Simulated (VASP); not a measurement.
ZnS: vibrations by perturbation theory with PBEsol

ZnS:

```xyz
2
Lattice="0.0000 2.7043 2.7043 2.7043 0.0000 2.7043 2.7043 2.7043 0.0000" Properties=species:S:1:pos:R:3 pbc="T T T"
Zn    4.0564    4.0564    4.0564
S     0.0000    0.0000    0.0000
```

```
Program                : VASP 6.6.1
Task                   : vibrations by perturbation theory
Functional             : PBEsol
Potentials or basis    : VASP PAW PBE potentials, release 64 (Zn, S)
Cutoff                 : 520 eV
k mesh                 : 8 × 8 × 8
Occupations            : gaussian, width 0.01 eV
Spin                   : no spin polarisation
Dipole correction      : no
Further INCAR settings : ALGO = Normal; EDIFF = 1e-08; IBRION = 8; NSW = 1
```

| Quantity | Value |
| --- | --- |
| Highest phonon frequency at Γ, LO-TO splitting left out | 265 cm⁻¹ |

Phonon frequencies in cm⁻¹ (negative: imaginary):
```tsv
q point	frequencies
(0.000, 0.000, 0.000)	0 0 0 265 265 265
```

Run time: 3.6 min on 1 thread of Intel Xeon 8259CL, on a shared host, peak memory 0.26 GiB.

Caveat: the cell stands under pressure or tension, which shifts response properties.
